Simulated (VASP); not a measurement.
# Re (Fm-3m) in VASP: notebook, part 2 of 2

VASP 6.6.1. The steps go on from the part before.

## 3. Single point, HSE06

POSCAR reads:

```
Re
1.0
    0.0000000000      1.9857924315      1.9857924315
    1.9857924315      0.0000000000      1.9857924315
    1.9857924315      1.9857924315      0.0000000000
Re
1
Direct
    0.0000000000      0.0000000000      0.0000000000
```

INCAR.step1 reads:

```
ALGO = Normal ; EDIFF = 1E-5
ENCUT = 520 ; GGA = PE
GGA_COMPAT = False ; ISIF = 2
ISMEAR = -1 ; LASPH = True
LREAL = False ; LWAVE = True
NBANDS = 10 ; NELM = 120
PREC = Accurate ; SIGMA = 0.1
```

INCAR.step2 reads:

```
ALGO = Normal ; EDIFF = 1E-6
ENCUT = 520 ; GGA = PE
GGA_COMPAT = False ; HFSCREEN = 0.2079
ISIF = 2 ; ISMEAR = -1
ISTART = 1 ; LASPH = True
LCHARG = True ; LELF = True
LHFCALC = True ; LREAL = False
LVHAR = True ; LWAVE = False
NBANDS = 10 ; NELM = 120
PREC = Accurate ; PRECFOCK = Normal
SIGMA = 0.1
```

KPOINTS reads:

```
k-points
0
Gamma
  6 6 6
```

Potentials or basis: VASP PAW PBE potentials, release 64 (Re).

On the command line:

```sh
> cat potpaw_PBE.64/Re/POTCAR > POTCAR
> cp INCAR.step1 INCAR
> mpirun -np 1 vasp_std > vasp.out
> cp INCAR.step2 INCAR
> mpirun -np 1 vasp_std > vasp.out
```

OUTCAR:

```text
EDIFF = 1E-6
   ENCUT = 520
   GGA = PE
   HFSCREEN = 0.2079
   ISIF = 2
   ISMEAR = -1
   ISTART = 1
   LASPH = True
   LHFCALC = True
   LREAL = False
   NELM = 120
   PREC = Accurate
   PRECFOCK = Normal

 ion  position               nearest neighbor table
   1  0.000  0.000  0.000-

  LATTYP: Found a face centered cubic cell.
 ALAT       =     3.9715848630

  Lattice vectors:

 A1 = (   0.0000000000,   1.9857924315,   1.9857924315)
 A2 = (   1.9857924315,   0.0000000000,   1.9857924315)
 A3 = (   1.9857924315,   1.9857924315,   0.0000000000)

Analysis of symmetry for initial positions (statically):
=====================================================================
 Subroutine PRICEL returns:
 Original cell was already a primitive cell.

 Routine SETGRP: Setting up the symmetry group for a
 face centered cubic supercell.

 Subroutine GETGRP returns: Found 48 space group operations
 (whereof 48 operations were pure point group operations)
 out of a pool of 48 trial point group operations.

The static configuration has the point symmetry O_h .

Analysis of symmetry for dynamics (positions and initial velocities):
=====================================================================
 Subroutine PRICEL returns:
 Original cell was already a primitive cell.

 Routine SETGRP: Setting up the symmetry group for a
 face centered cubic supercell.

 Subroutine GETGRP returns: Found 48 space group operations
 (whereof 48 operations were pure point group operations)
 out of a pool of 48 trial point group operations.

The dynamic configuration has the point symmetry O_h .

 Subroutine INISYM returns: Found 48 space group operations
 (whereof 48 operations are pure point group operations),
 and found     1 'primitive' translations

----------------------------------------------------------------------------------------

                                     Primitive cell

  volume of cell :      15.6614

  direct lattice vectors                    reciprocal lattice vectors
     0.000000000  1.985792431  1.985792431    -0.251788652  0.251788652  0.251788652
     1.985792431  0.000000000  1.985792431     0.251788652 -0.251788652  0.251788652
     1.985792431  1.985792431  0.000000000     0.251788652  0.251788652 -0.251788652

  length of vectors
     2.808334589  2.808334589  2.808334589     0.436110738  0.436110738  0.436110738

  position of ions in fractional coordinates (direct lattice)
     0.000000000  0.000000000  0.000000000

  ion indices of the primitive-cell ions
   primitive index   ion index
                 1           1

----------------------------------------------------------------------------------------

 KPOINTS: k-points

Automatic generation of k-mesh.
 Grid dimensions read from file:
 generate k-points for:    6    6    6

 Generating k-lattice:

  Cartesian coordinates                     Fractional coordinates (reciprocal lattice)
    -0.041964775  0.041964775  0.041964775     0.166666667  0.000000000  0.000000000
     0.041964775 -0.041964775  0.041964775     0.000000000  0.166666667  0.000000000
     0.041964775  0.041964775 -0.041964775     0.000000000  0.000000000  0.166666667
[... 31 lines left out ...]
   number of dos      NEDOS =    301   number of ions     NIONS =      1
   total plane-waves  NPLWV =  13824
   dimension x,y,z NGX =    24 NGY =   24 NGZ =   24
   dimension x,y,z NGXF=    48 NGYF=   48 NGZF=   48
   ions per type =               1
   NGX,Y,Z   is equivalent  to a cutoff of  14.21, 14.21, 14.21 a.u.
   NGXF,Y,Z  is equivalent  to a cutoff of  28.41, 28.41, 28.41 a.u.
 SYSTEM =  unknown system
   PREC   = accura    normal or accurate (medium, high low for compatibility)
   ISTART =      1    job   : 0-new  1-cont  2-samecut
   ICHARG =      0    charge: 1-file 2-atom 10-const
   ISPIN  =      1    spin polarized calculation?
   LNONCOLLINEAR =      F non collinear calculations
   LSORBIT =      F    spin-orbit coupling
   LASPH  =      T    aspherical Exc in radial PAW
   ENCUT  =  520.0 eV  38.22 Ry    6.18 a.u.   5.22  5.22  5.22*2*pi/ulx,y,z
   NELM   =    120;   NELMIN=  2; NELMDL=  0     # of ELM steps
   EDIFF  = 0.1E-05   stopping-criterion for ELM
   LREAL  =      F    real-space projection
   EDIFFG = 0.1E-04   stopping-criterion for IOM
   NSW    =      0    number of steps for IOM
   IBRION =     -1    ionic relax: 0-MD 1-quasi-New 2-CG
   NFREE  =      0    steps in history (QN), initial steepest desc. (CG)
   ISIF   =      2    stress and relaxation
   ISYM   =      3    0-nonsym 1-usesym 2-fastsym
   POTIM  = 0.5000    time-step for ionic-motion
   TEBEG  =    0.0;   TEEND  =   0.0 temperature during run
   PSTRESS=    0.0 pullay stress
   NELECT =       7.0000    total number of electrons
   NUPDOWN=      -1.0000    fix difference up-down
   EMIN   =  10.00;   EMAX   =-10.00  energy-range for DOS
   EFERMI =   0.00;   METHOD = LEGACY
   ISMEAR =    -1;   SIGMA  =   0.10  broadening in eV -4-tet -1-fermi 0-gaus
   EFERMI_NEDOS =   21; number of points for ismear=-14 and -15
   IALGO  =     38    algorithm
   IMIX   =      1    mixing-type and parameters
     AMIX     =   0.40;   BMIX     =  1.00
     AMIX_MAG =   1.60;   BMIX_MAG =  1.00
  volume/ion in A,a.u.               =      15.66       105.69
  Fermi-wavevector in a.u.,A,eV,Ry     =   1.251691  2.365352 21.316647  1.566729
  Thomas-Fermi vector in A             =   2.385626
   LORBIT       =      0    0 simple, 1 ext, 2 COOP (PROOUT), +10 PAW based schemes
   GGA     = PE    functional components
   LHFCALC =     T    Hartree Fock is set to
   PRECFOCK=normal    Normal, Fast or Accurate (Low or Medium for compatibility)
   ENCUT4O =  -1.0   cutoff for four orbital integrals eV
   NKREDX  =     1    reduce k-point grid by
   NKREDY  =     1    reduce k-point grid by
   NKREDZ  =     1    reduce k-point grid by
   AEXX    =    0.2500 exact exchange contribution
   HFSCREEN=    0.2079 screening length (either q_TF or 0.3 A-1)
   HFSCREENC=   0.2079 screening length for correlation (either q_TF or 0.3 A-1)
   ENCUTFOCK=  -1.0 apply spherical cutoff to Coloumb kernel
   IVDW    =     0    specifies the selected vdW correction
   LEPSILON=     F    determine dielectric tensor
   LRPA    =     F    only Hartree local field effects (RPA)
 non-spin polarized calculation
  energy-cutoff  :      520.00
  volume of cell :       15.66
 maximum number of plane-waves:       444
 NGX is ok and might be reduce to    24
  NGX = 16; NGY = 16; NGZ = 16

 number of electron       7.0000000 magnetization

 Free energy of the ion-electron system (eV)
  ---------------------------------------------------
  ext. energy  EPLUGINS =         0.00000000
  ---------------------------------------------------
  free energy    TOTEN  =       -14.36029164 eV

  energy without entropy =      -14.34709750  energy(sigma->0) =      -14.35369457

 E-fermi :   6.9477     XC(G=0): -10.9113

 val. band max:        6.5757630759   @ k =   0.3333   0.1667   0.0000
 cond. band min:       6.9850249389   @ k =   0.5000   0.0000   0.0000
 fundamental gap:      0.4092618630
 Fermi energy:         6.9476781911

 k-point     1 :       0.0000    0.0000    0.0000
  band No.  band energies     occupation
      1      -3.7681      2.00000
      2       4.8726      2.00000
      3       4.8726      2.00000
      4       4.8726      2.00000
      5       8.7654      0.00000
      6       8.7654      0.00000
      7      22.0162      0.00000
      8      27.5395      0.00000
      9      27.5395      0.00000
     10      27.5395      0.00000
[... 183 lines left out ...]
 k-point    16 :      -0.3333    0.5000    0.1667
  band No.  band energies     occupation
      1       1.2828      2.00000
      2       1.9829      2.00000
      3       5.5063      2.00000
      4       8.7077      0.00000
      5      11.7891      0.00000
      6      16.0776      0.00000
      7      17.7782      0.00000
      8      19.2669      0.00000
      9      22.6198      0.00000
     10      33.6636      0.00000

------------------------ aborting loop because EDIFF is reached ----------------------------------------

  FORCE on cell =-STRESS in cart. coord.  units (eV):
  Direction    XX          YY          ZZ          XY          YZ          ZX
  --------------------------------------------------------------------------------------
  -------------------------------------------------------------------------------------
  Total       -2.7847839     -2.7847839     -2.7847839     -0.0000000     -0.0000000      0.0000000
  in kB     -284.8856216   -284.8856216   -284.8856216     -0.0000000     -0.0000000      0.0000000
  external PRESSURE =    -284.8856216 kB  Pullay stress =       0.0000000 kB

 VOLUME and BASIS-vectors are now :
 -----------------------------------------------------------------------------
  energy-cutoff  :      520.00
  volume of cell :       15.66
      direct lattice vectors                 reciprocal lattice vectors
     0.000000000  1.985792431  1.985792431    -0.251788652  0.251788652  0.251788652
     1.985792431  0.000000000  1.985792431     0.251788652 -0.251788652  0.251788652
     1.985792431  1.985792431  0.000000000     0.251788652  0.251788652 -0.251788652

 POSITION                                       TOTAL-FORCE (eV/Angst)
 -----------------------------------------------------------------------------------
      0.00000      0.00000      0.00000         0.000000      0.000000      0.000000
 -----------------------------------------------------------------------------------
    total drift:                               -0.000000      0.000000      0.000000

  FREE ENERGIE OF THE ION-ELECTRON SYSTEM (eV)
  ---------------------------------------------------
  free  energy   TOTEN  =       -14.3602916437 eV

  energy  without entropy=      -14.3470974999  energy(sigma->0) =      -14.35369457
```

OUTCAR.step1:

```text
EDIFF = 1E-5
   ENCUT = 520
   GGA = PE
   ISIF = 2
   ISMEAR = -1
   LASPH = True
[... 412 lines left out ...]

 POSITION                                       TOTAL-FORCE (eV/Angst)
 -----------------------------------------------------------------------------------
      0.00000      0.00000      0.00000        -0.000000     -0.000000      0.000000
 -----------------------------------------------------------------------------------
    total drift:                               -0.000000      0.000000      0.000000

  FREE ENERGIE OF THE ION-ELECTRON SYSTEM (eV)
  ---------------------------------------------------
  free  energy   TOTEN  =       -12.3700520556 eV

  energy  without entropy=      -12.3420592826  energy(sigma->0) =      -12.35605567
```

OSZICAR.step1:

```text
N       E                     dE             d eps       ncg     rms          rms(c)
DAV:   1     0.432562333307E+01    0.43256E+01   -0.33931E+03   508   0.745E+02
DAV:   2    -0.128232870600E+02   -0.17149E+02   -0.16298E+02   504   0.158E+02
DAV:   3    -0.131272739744E+02   -0.30399E+00   -0.29081E+00   526   0.277E+01
DAV:   4    -0.131289182042E+02   -0.16442E-02   -0.16413E-02   526   0.115E+00
DAV:   5    -0.131289202140E+02   -0.20098E-05   -0.20051E-05   444   0.231E-02    0.267E+01
DAV:   6    -0.125553971092E+02    0.57352E+00   -0.50726E-01   496   0.193E+01    0.100E+01
DAV:   7    -0.123763681201E+02    0.17903E+00   -0.34503E-01   508   0.152E+01    0.103E+00
DAV:   8    -0.123707421215E+02    0.56260E-02   -0.24971E-03   456   0.368E-01    0.172E-01
DAV:   9    -0.123700471192E+02    0.69500E-03   -0.81893E-04   504   0.393E-01    0.197E-02
DAV:  10    -0.123700520556E+02   -0.49363E-05   -0.13513E-05   298   0.309E-02
   1 F= -.12370052E+02 E0= -.12356056E+02  d E =-.279928E-01
```

It took 3 min on 1 thread of Intel Xeon Platinum 8488C (Sapphire Rapids), shared host; peak memory 0.24 GiB.

What came out:

* Free energy: -14.3603 eV
* Pressure: -28.5 GPa
* Band gap on the k mesh: zero (an odd number of electrons rules out a gap without spin polarisation)

Levels at points of the mesh, in eV from the Fermi level:
```
           k point  band 1  band 2  band 3  band 4  band 5  band 6
(0.00, 0.00, 0.00)  -10.72   -2.08   -2.08   -2.08    1.82    1.82
(0.50, 0.00, 0.00)   -7.22   -2.10   -2.10    0.04    4.22    4.22
(0.50, 0.50, 0.00)   -6.94   -6.23    2.73    4.35    4.82    4.82
```

Caveat: the k points lie up to 0.46 Å⁻¹ apart, too coarse for converged energies and pressures of a metal; the PAW data sets were made with another functional, which shifts forces and pressure a little; spin-orbit coupling is left out, which moves the levels of the heavy elements.
